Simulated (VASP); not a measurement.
Here is a VASP 6.6.1 calculation.

File INCAR:

```
SYSTEM = La2O3
ALGO = Normal
EDIFF = 1E-6
ENCUT = 520
GGA = PE
ISIF = 2
ISMEAR = -1
LASPH = .True.
LCHARG = .False.
LREAL = .False.
LWAVE = .False.
NBANDS = 28
NELM = 100
PREC = Accurate
SIGMA = 0.02
```

KPOINTS

```
k-points
0
Gamma
  12 12 4
  0 0 0
```

Contents of POSCAR:

```
La2O3
1.0
    3.9351015413      0.0000000000      0.0000000000
   -1.9675507707      3.4078979012      0.0000000000
    0.0000000000      0.0000000000      6.1262271595
La O
2 3
Direct
    0.6666666667      0.3333333333      0.7538431652
    0.3333333333      0.6666666667      0.2461568348
    0.6666666667      0.3333333333      0.3538862902
    0.3333333333      0.6666666667      0.6461137098
    0.0000000000      0.0000000000      0.0000000000
```

Potentials or basis: VASP PAW PBE potentials, release 64 (La, O).

Command:

```console
$ cat potpaw_PBE.64/La/POTCAR potpaw_PBE.64/O/POTCAR > POTCAR
$ mpirun -np 1 vasp_std > vasp.out
```

Q: Estimate the band gap on the k mesh.

A: 3.86 eV, indirect (least direct gap 3.98 eV).

Q: What does it give for the pressure?

A: 1.0 GPa.

Q: Estimate the largest force.

A: 0.037 eV/Å.

Stress tensor (GPa, compression positive):
```
0.90 0.00 0.00
0.00 0.90 0.00
0.00 0.00 1.23
```

Caveat: spin-orbit coupling is left out, which moves the levels of the heavy elements. Expect the measured gap to be larger: semilocal functionals such as PBE lack the derivative discontinuity.
